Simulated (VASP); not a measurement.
Set up this calculation in VASP 6.6.1, as the native input.

* Task: single point
* Functional: PBEsol
* Potentials or basis: VASP PAW PBE potentials, release 64 (Au)
* Cutoff: 520 eV
* k mesh: 26 × 26 × 26
* Occupations: gaussian, width 0.15 eV
* Spin: no spin polarisation
* Dipole correction: no
* Further INCAR settings: ALGO = Fast; EDIFF = 1e-06; NBANDS = 12

The structure of Au lies in POSCAR:

```
Au
1.0
    0.0000000000      2.0113053693      2.0419343851
    2.0113053693      0.0000000000      2.0419343851
    2.0113053693      2.0113053693      0.0000000000
Au
1
Direct
    0.0000000000      0.0000000000      0.0000000000
```

This cell differs from its parent crystal: strain -0.015 along x and y, +0.000 along z.

One way to write it, as run:

INCAR

```
  ALGO = Fast
  EDIFF = 1E-6
  ENCUT = 520
  GGA = PS
  ISIF = 2
  ISMEAR = 0
  LASPH = T
  LCHARG = T
  LELF = T
  LREAL = F
  LVHAR = T
  LWAVE = F
  NBANDS = 12
  NELM = 80
  PREC = Accurate
  SIGMA = 0.15
```

KPOINTS

```
k-points
0
Gamma
  26 26 26
```

Potentials or basis: VASP PAW PBE potentials, release 64 (Au).

Launch:

```console
$ cat potpaw_PBE.64/Au/POTCAR > POTCAR
$ mpirun -np 1 vasp_std > vasp.out
```

It gave:

The pressure is 5.4 GPa and the band gap on the k mesh is zero (an odd number of electrons rules out a gap without spin polarisation).

Caveat: the cell differs from its parent crystal (strain -0.015 along x and y, +0.000 along z); the cell stands under pressure; the PAW data sets were made with another functional, which shifts forces and pressure a little; spin-orbit coupling is left out, which moves the levels of the heavy elements.

It took 2.2 min on 1 thread of AMD EPYC 9R45 96-Core Processor (Zen 5), with other jobs on the host, peak memory 0.33 GiB.
